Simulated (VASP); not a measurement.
# ZnSe (Stilleite) (F-43m) in VASP: a series of runs

Runs on ZnSe (Stilleite). Level: LDA. Tasks: single point.

Program: VASP 6.6.1. These are calculated values, not measurements. Logs are shortened: lines on timing, memory, paths and dates and some standing lists are left out, and cuts for length are marked.

### Step 1. The cell of the first run

It takes space group F-43m (No. 216, cubic). Conventional cell: a = 5.742 Å, b = 5.742 Å, c = 5.742 Å, α = 90.00°, β = 90.00°, γ = 90.00°. Within 3.3 Å of Zn (site symmetry -43m) lie 4 Se at 2.49 Å. Within 3.3 Å of Se (site symmetry -43m) lie 4 Zn at 2.49 Å.

### Step 2. Single point, LDA

Input file INCAR:

```
PREC = Accurate ; ENCUT = 520
EDIFF = 1E-6 ; ISMEAR = 0
SIGMA = 0.01 ; LREAL = F
LASPH = T ; NELM = 100
ALGO = Normal ; ISIF = 2
LWAVE = F ; LCHARG = T
LELF = T ; LVHAR = T
NBANDS = 16
```

Input file KPOINTS:

```
Automatic mesh
0
Gamma
  6 6 6
```

Input file POSCAR:

```
ZnSe
1.0
    0.0000000000      2.8710911185      2.8710911185
    2.8710911185      0.0000000000      2.8710911185
    2.8710911185      2.8710911185      0.0000000000
Zn Se
1 1
Direct
    0.0000000000      0.0000000000      0.0000000000
    0.2500000000      0.2500000000      0.2500000000
```

Potentials or basis: VASP PAW LDA potentials, release 64 (Zn, Se).

The run is started by

```
> cat potpaw_LDA.64/Zn/POTCAR potpaw_LDA.64/Se/POTCAR > POTCAR
> mpirun -np 1 vasp_std > vasp.out
```

OUTCAR:

```text
PREC = Accurate
   ENCUT = 520
   EDIFF = 1E-6
   ISMEAR = 0
   LREAL = F
   LASPH = T
   NELM = 100
   ISIF = 2

 ion  position               nearest neighbor table
   1  0.000  0.000  0.000-   2 2.49   2 2.49   2 2.49   2 2.49
   2  0.250  0.250  0.250-   1 2.49   1 2.49   1 2.49   1 2.49

  LATTYP: Found a face centered cubic cell.
 ALAT       =     5.7421822370

  Lattice vectors:

 A1 = (   0.0000000000,   2.8710911185,   2.8710911185)
 A2 = (   2.8710911185,   0.0000000000,   2.8710911185)
 A3 = (   2.8710911185,   2.8710911185,   0.0000000000)

Analysis of symmetry for initial positions (statically):
=====================================================================
 Subroutine PRICEL returns:
 Original cell was already a primitive cell.

 Routine SETGRP: Setting up the symmetry group for a
 face centered cubic supercell.

 Subroutine GETGRP returns: Found 24 space group operations
 (whereof 24 operations were pure point group operations)
 out of a pool of 48 trial point group operations.

The static configuration has the point symmetry T_d .

Analysis of symmetry for dynamics (positions and initial velocities):
=====================================================================
 Subroutine PRICEL returns:
 Original cell was already a primitive cell.

 Routine SETGRP: Setting up the symmetry group for a
 face centered cubic supercell.

 Subroutine GETGRP returns: Found 24 space group operations
 (whereof 24 operations were pure point group operations)
 out of a pool of 48 trial point group operations.

The dynamic configuration has the point symmetry T_d .

 Subroutine INISYM returns: Found 24 space group operations
 (whereof 24 operations are pure point group operations),
 and found     1 'primitive' translations

----------------------------------------------------------------------------------------

                                     Primitive cell

  volume of cell :      47.3338

  direct lattice vectors                    reciprocal lattice vectors
     0.000000000  2.871091118  2.871091118    -0.174149819  0.174149819  0.174149819
     2.871091118  0.000000000  2.871091118     0.174149819 -0.174149819  0.174149819
     2.871091118  2.871091118  0.000000000     0.174149819  0.174149819 -0.174149819

  length of vectors
     4.060335999  4.060335999  4.060335999     0.301636335  0.301636335  0.301636335

  position of ions in fractional coordinates (direct lattice)
     0.000000000  0.000000000  0.000000000
     0.250000000  0.250000000  0.250000000

  ion indices of the primitive-cell ions
   primitive index   ion index
                 1           1
                 2           2

----------------------------------------------------------------------------------------

 KPOINTS: Automatic mesh

Automatic generation of k-mesh.
 Grid dimensions read from file:
 generate k-points for:    6    6    6

 Generating k-lattice:

  Cartesian coordinates                     Fractional coordinates (reciprocal lattice)
    -0.029024970  0.029024970  0.029024970     0.166666667  0.000000000  0.000000000
     0.029024970 -0.029024970  0.029024970     0.000000000  0.166666667  0.000000000
     0.029024970  0.029024970 -0.029024970     0.000000000  0.000000000  0.166666667

  Length of vectors
     0.050272723  0.050272723  0.050272723

  Shift w.r.t. Gamma in fractional coordinates (k-lattice)
     0.000000000  0.000000000  0.000000000

 Subroutine IBZKPT returns following result:
 ===========================================

 Found     16 irreducible k-points:

 Following reciprocal coordinates:
            Coordinates               Weight
  0.000000  0.000000  0.000000      1.000000
  0.166667  0.000000  0.000000      8.000000
  0.333333  0.000000  0.000000      8.000000
  0.500000  0.000000  0.000000      4.000000
  0.166667  0.166667  0.000000      6.000000
  0.333333  0.166667  0.000000     24.000000
[... 8 lines left out ...]
 -0.333333  0.333333  0.166667     24.000000
 -0.333333  0.500000  0.166667     12.000000
   k-points           NKPTS =     16   k-points in BZ     NKDIM =     16   number of bands    NBANDS=     16
   number of dos      NEDOS =    301   number of ions     NIONS =      2
   total plane-waves  NPLWV =  27000
   dimension x,y,z NGX =    30 NGY =   30 NGZ =   30
   dimension x,y,z NGXF=    60 NGYF=   60 NGZF=   60
   ions per type =               1   1
   NGX,Y,Z   is equivalent  to a cutoff of  12.28, 12.28, 12.28 a.u.
   NGXF,Y,Z  is equivalent  to a cutoff of  24.57, 24.57, 24.57 a.u.
 SYSTEM =  unknown system
   PREC   = accura    normal or accurate (medium, high low for compatibility)
   ISTART =      0    job   : 0-new  1-cont  2-samecut
   ICHARG =      2    charge: 1-file 2-atom 10-const
   ISPIN  =      1    spin polarized calculation?
   LNONCOLLINEAR =      F non collinear calculations
   LSORBIT =      F    spin-orbit coupling
   LASPH  =      T    aspherical Exc in radial PAW
   ENCUT  =  520.0 eV  38.22 Ry    6.18 a.u.   7.55  7.55  7.55*2*pi/ulx,y,z
   NELM   =    100;   NELMIN=  2; NELMDL= -5     # of ELM steps
   EDIFF  = 0.1E-05   stopping-criterion for ELM
   LREAL  =      F    real-space projection
   EDIFFG = 0.1E-04   stopping-criterion for IOM
   NSW    =      0    number of steps for IOM
   IBRION =     -1    ionic relax: 0-MD 1-quasi-New 2-CG
   NFREE  =      0    steps in history (QN), initial steepest desc. (CG)
   ISIF   =      2    stress and relaxation
   ISYM   =      2    0-nonsym 1-usesym 2-fastsym
   POTIM  = 0.5000    time-step for ionic-motion
   TEBEG  =    0.0;   TEEND  =   0.0 temperature during run
   PSTRESS=    0.0 pullay stress
   NELECT =      18.0000    total number of electrons
   NUPDOWN=      -1.0000    fix difference up-down
   EMIN   =  10.00;   EMAX   =-10.00  energy-range for DOS
   EFERMI =   0.00;   METHOD = LEGACY
   ISMEAR =     0;   SIGMA  =   0.01  broadening in eV -4-tet -1-fermi 0-gaus
   EFERMI_NEDOS =   21; number of points for ismear=-14 and -15
   IALGO  =     38    algorithm
   IMIX   =      4    mixing-type and parameters
     AMIX     =   0.40;   BMIX     =  1.00
     AMIX_MAG =   1.60;   BMIX_MAG =  1.00
  volume/ion in A,a.u.               =      23.67       159.71
  Fermi-wavevector in a.u.,A,eV,Ry     =   1.186066  2.241339 19.140016  1.406751
  Thomas-Fermi vector in A             =   2.322246
   LORBIT       =      0    0 simple, 1 ext, 2 COOP (PROOUT), +10 PAW based schemes
   GGA     = CA    functional components
   LHFCALC =     F    Hartree Fock is set to
   AEXX    =    0.0000 exact exchange contribution
   IVDW    =     0    specifies the selected vdW correction
   LEPSILON=     F    determine dielectric tensor
   LRPA    =     F    only Hartree local field effects (RPA)
 non-spin polarized calculation
 Gauss-broadening in eV      SIGMA  =   0.01
  energy-cutoff  :      520.00
  volume of cell :       47.33
 maximum number of plane-waves:      1303
   NGX = 15   NGY = 15   NGZ = 15

 number of electron      18.0000013 magnetization

 Free energy of the ion-electron system (eV)
  ---------------------------------------------------
  ext. energy  EPLUGINS =         0.00000000
  ---------------------------------------------------
  free energy    TOTEN  =        -7.29749021 eV

  energy without entropy =       -7.29749021  energy(sigma->0) =       -7.29749021

 E-fermi :   1.2915     XC(G=0):  -9.5253

 val. band max:        1.1756836178   @ k =   0.0000   0.0000   0.0000
 cond. band min:       2.0858542896   @ k =   0.0000   0.0000   0.0000
 fundamental gap:      0.9101706718
 Fermi energy:         1.2914785605

 k-point     1 :       0.0000    0.0000    0.0000
  band No.  band energies     occupation
      1     -11.8712      2.00000
      2      -5.3705      2.00000
      3      -5.3705      2.00000
      4      -5.3705      2.00000
      5      -5.0454      2.00000
      6      -5.0454      2.00000
[... 8 lines left out ...]
     15      12.5611      0.00000
     16      12.5611      0.00000

 k-point     2 :       0.1667    0.0000    0.0000
  band No.  band energies     occupation
      1     -11.7088      2.00000
      2      -5.3504      2.00000
      3      -5.3467      2.00000
      4      -5.3467      2.00000
      5      -5.0469      2.00000
      6      -5.0469      2.00000
[... 8 lines left out ...]
     15      11.5331      0.00000
     16      11.8056      0.00000

 k-point     3 :       0.3333    0.0000    0.0000
  band No.  band energies     occupation
      1     -11.3468      2.00000
      2      -5.3069      2.00000
      3      -5.3069      2.00000
      4      -5.1972      2.00000
      5      -5.0397      2.00000
      6      -5.0397      2.00000
[... 8 lines left out ...]
     15      12.0761      0.00000
     16      12.0761      0.00000

 k-point     4 :       0.5000    0.0000    0.0000
  band No.  band energies     occupation
      1     -11.1421      2.00000
      2      -5.2924      2.00000
      3      -5.2924      2.00000
      4      -5.0292      2.00000
      5      -5.0292      2.00000
      6      -4.8992      2.00000
[... 8 lines left out ...]
     15      14.0508      0.00000
     16      14.0508      0.00000

 k-point     5 :       0.1667    0.1667    0.0000
  band No.  band energies     occupation
      1     -11.6545      2.00000
      2      -5.3744      2.00000
      3      -5.3236      2.00000
      4      -5.3236      2.00000
      5      -5.0615      2.00000
      6      -5.0347      2.00000
[... 8 lines left out ...]
     15      12.7475      0.00000
     16      12.9483      0.00000

 k-point     6 :       0.3333    0.1667    0.0000
  band No.  band energies     occupation
      1     -11.3559      2.00000
      2      -5.3291      2.00000
      3      -5.2764      2.00000
      4      -5.2499      2.00000
      5      -5.0545      2.00000
      6      -5.0257      2.00000
[... 8 lines left out ...]
     15      13.2402      0.00000
     16      13.4037      0.00000

 k-point     7 :       0.5000    0.1667    0.0000
  band No.  band energies     occupation
      1     -11.0861      2.00000
      2      -5.2886      2.00000
      3      -5.2566      2.00000
      4      -5.0853      2.00000
      5      -5.0260      2.00000
      6      -4.9117      2.00000
[... 8 lines left out ...]
     15      13.5968      0.00000
     16      14.1048      0.00000

 k-point     8 :      -0.3333    0.1667    0.0000
  band No.  band energies     occupation
      1     -11.1548      2.00000
      2      -5.2846      2.00000
      3      -5.2734      2.00000
      4      -5.0949      2.00000
      5      -5.0486      2.00000
      6      -4.9877      2.00000
[... 8 lines left out ...]
     15      12.5091      0.00000
     16      13.9931      0.00000

 k-point     9 :      -0.1667    0.1667    0.0000
  band No.  band energies     occupation
      1     -11.4770      2.00000
      2      -5.3180      2.00000
      3      -5.3118      2.00000
      4      -5.2928      2.00000
      5      -5.0587      2.00000
      6      -5.0313      2.00000
[... 8 lines left out ...]
     15      12.1419      0.00000
     16      13.4321      0.00000

 k-point    10 :       0.3333    0.3333    0.0000
  band No.  band energies     occupation
      1     -11.1704      2.00000
      2      -5.3415      2.00000
      3      -5.2131      2.00000
      4      -5.2131      2.00000
      5      -5.0400      2.00000
      6      -5.0132      2.00000
[... 8 lines left out ...]
     15      14.0416      0.00000
     16      15.8623      0.00000

 k-point    11 :       0.5000    0.3333    0.0000
  band No.  band energies     occupation
      1     -10.9634      2.00000
      2      -5.2949      2.00000
      3      -5.1828      2.00000
      4      -5.1512      2.00000
      5      -5.0142      2.00000
      6      -4.8978      2.00000
[... 8 lines left out ...]
     15      14.4696      0.00000
     16      15.0619      0.00000

 k-point    12 :      -0.3333    0.3333    0.0000
  band No.  band energies     occupation
      1     -10.9574      2.00000
      2      -5.2765      2.00000
      3      -5.2104      2.00000
      4      -5.0828      2.00000
      5      -5.0382      2.00000
      6      -4.8286      2.00000
[... 8 lines left out ...]
     15      12.1820      0.00000
     16      16.2592      0.00000

 k-point    13 :       0.5000    0.5000    0.0000
  band No.  band energies     occupation
      1     -10.8959      2.00000
      2      -5.3174      2.00000
      3      -5.1471      2.00000
      4      -5.1471      2.00000
      5      -5.0024      2.00000
      6      -4.8787      2.00000
[... 8 lines left out ...]
     15      15.0413      0.00000
     16      15.3761      0.00000

 k-point    14 :       0.5000    0.3333    0.1667
  band No.  band energies     occupation
      1     -11.0967      2.00000
      2      -5.2784      2.00000
      3      -5.2469      2.00000
      4      -5.1501      2.00000
      5      -5.0303      2.00000
      6      -4.9771      2.00000
[... 8 lines left out ...]
     15      13.7137      0.00000
     16      15.1508      0.00000

 k-point    15 :      -0.3333    0.3333    0.1667
  band No.  band energies     occupation
      1     -10.9574      2.00000
      2      -5.2649      2.00000
      3      -5.2216      2.00000
      4      -5.0767      2.00000
      5      -5.0486      2.00000
      6      -4.8200      2.00000
[... 8 lines left out ...]
     15      13.8910      0.00000
     16      14.9127      0.00000

 k-point    16 :      -0.3333    0.5000    0.1667
  band No.  band energies     occupation
      1     -10.8926      2.00000
      2      -5.2710      2.00000
      3      -5.1817      2.00000
      4      -5.1130      2.00000
      5      -5.0317      2.00000
      6      -4.7978      2.00000
[... 8 lines left out ...]
     15      14.6720      0.00000
     16      14.9876      0.00000

------------------------ aborting loop because EDIFF is reached ----------------------------------------

  FORCE on cell =-STRESS in cart. coord.  units (eV):
  Direction    XX          YY          ZZ          XY          YZ          ZX
  --------------------------------------------------------------------------------------
  -------------------------------------------------------------------------------------
  Total       -1.5103013     -1.5103013     -1.5103013     -0.0000000     -0.0000000      0.0000000
  in kB      -51.1214613    -51.1214613    -51.1214613     -0.0000000     -0.0000000      0.0000000
  external PRESSURE =     -51.1214613 kB  Pullay stress =       0.0000000 kB

 VOLUME and BASIS-vectors are now :
 -----------------------------------------------------------------------------
  energy-cutoff  :      520.00
  volume of cell :       47.33
      direct lattice vectors                 reciprocal lattice vectors
     0.000000000  2.871091118  2.871091118    -0.174149819  0.174149819  0.174149819
     2.871091118  0.000000000  2.871091118     0.174149819 -0.174149819  0.174149819
     2.871091118  2.871091118  0.000000000     0.174149819  0.174149819 -0.174149819

 POSITION                                       TOTAL-FORCE (eV/Angst)
 -----------------------------------------------------------------------------------
      0.00000      0.00000      0.00000        -0.000000     -0.000000     -0.000000
      1.43555      1.43555      1.43555         0.000000      0.000000      0.000000
 -----------------------------------------------------------------------------------
    total drift:                               -0.000001     -0.000001     -0.000001

  FREE ENERGIE OF THE ION-ELECTRON SYSTEM (eV)
  ---------------------------------------------------
  free  energy   TOTEN  =        -7.2974902120 eV

  energy  without entropy=       -7.2974902120  energy(sigma->0) =       -7.29749021
```

Run time: 17 s. Hardware: 1 thread of Intel Xeon 6975P-C, shared host; peak memory 0.14 GiB.

What came out:

```yaml
Free_energy: -7.2975 eV
Pressure: -5.1 GPa
Band_gap_on_the_k_mesh: 0.91 eV, direct
```

A hybrid or GW would open this gap; LDA tends to underestimate it.

### Step 3. Single point, LDA

This run uses another cell than the first one, of 24.58 Å³/atom, 1.038 times its volume.

Input file INCAR:

```
SYSTEM = ZnSe
PREC     = Accurate       ! precision mode
ENCUT    = 520            ! plane-wave cutoff, eV
EDIFF    = 1E-7           ! SCF threshold, eV
ISMEAR   = 0              ! smearing method
SIGMA    = 0.01           ! smearing width, eV
LREAL    = .FALSE.        ! projectors in reciprocal space
LASPH    = .TRUE.         ! aspherical terms in the spheres
NELM     = 60             ! most SCF steps
ALGO     = Normal         ! electronic algorithm
ISIF     = 2              ! what is computed and relaxed
LWAVE    = .FALSE.        ! write WAVECAR
LCHARG   = .FALSE.        ! write CHGCAR
NBANDS   = 16             ! bands
```

Input file KPOINTS:

```
regular mesh
0
G
  6 6 6
  0 0 0
```

Input file POSCAR:

```
ZnSe
1.0
    0.0000000000      2.9074379026      2.9074379026
    2.9074379026      0.0000000000      2.9074379026
    2.9074379026      2.9074379026      0.0000000000
Zn Se
1 1
Direct
    0.0000000000      0.0000000000      0.0000000000
    0.2500000000      0.2500000000      0.2500000000
```

Potentials or basis: VASP PAW LDA potentials, release 64 (Zn, Se).

The run is started by

```
> cat potpaw_LDA.64/Zn/POTCAR potpaw_LDA.64/Se/POTCAR > POTCAR
> mpirun -np 1 vasp_std > vasp.out
```

It used 11 s of CPU time on 1 thread of Intel Xeon 6975P-C, with other jobs on the host.

It converged, with:

```yaml
Free_energy: -7.2300 eV
Pressure: -6.7 GPa
Band_gap_on_the_k_mesh: 0.77 eV, direct
```

Levels at points of the mesh, in eV from the valence-band top:
| k point | band 6 | band 7 | band 8 | band 9 | band 10 | band 11 | band 12 | band 13 |
| --- | --- | --- | --- | --- | --- | --- | --- | --- |
| (0.00, 0.00, 0.00) | -6.14 | 0.00 | 0.00 | 0.00 | 0.77 | 5.71 | 5.71 | 5.71 |
| (0.50, 0.00, 0.00) | -6.00 | -4.82 | -0.77 | -0.77 | 2.23 | 6.28 | 6.28 | 8.11 |
| (0.50, 0.50, 0.00) | -5.98 | -4.50 | -1.94 | -1.94 | 2.96 | 3.30 | 9.97 | 10.56 |
